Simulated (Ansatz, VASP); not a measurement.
Two plane-wave programs on Te2Mo

```
Te Mo
1.0
     6.27614    0.00000    0.00518
     0.00000    3.35073    0.00000
    -0.05491    0.00000   35.82374
Te Mo
4 2
Direct
  0.07656 0.75000 0.44290
  0.92344 0.25000 0.55710
  0.56790 0.25000 0.45877
  0.43210 0.75000 0.54123
  0.81758 0.75000 0.50235
  0.18242 0.25000 0.49765
```

Alike in both runs: functional LDA; k mesh 6 × 10 × 1; occupations fermi-dirac, width 0.15 eV; no spin polarisation.

Ansatz relaxed the structure, and its values are those at the end. VASP's run is a single point on that final structure, the one shown.

```csv
,VASP,Ansatz
version,VASP 6.6.1,Ansatz 0.2.0
potentials or method,"VASP PAW LDA potentials, release 64 (Te, Mo_sv), cutoff 520 eV","scalar-relativistic, plane waves, PAW"
valence electrons in the cell,52,92
```

```csv
,VASP,Ansatz,Ansatz less VASP
gap on the k mesh at the Fermi level (eV),none,none,-
rms of the force components (eV/Å),0.024,0.000,-0.0232
```

LDA's correlation is that of Perdew and Zunger in VASP and of Perdew and Wang (1992) in Ansatz. A gap of «none» marks a metal or a gap that the smearing closes. VASP's potentials hold 52 valence electrons a cell and Ansatz's 92, so a difference there can come from the potentials and not from the codes.

Neither program's run includes spin-orbit coupling.
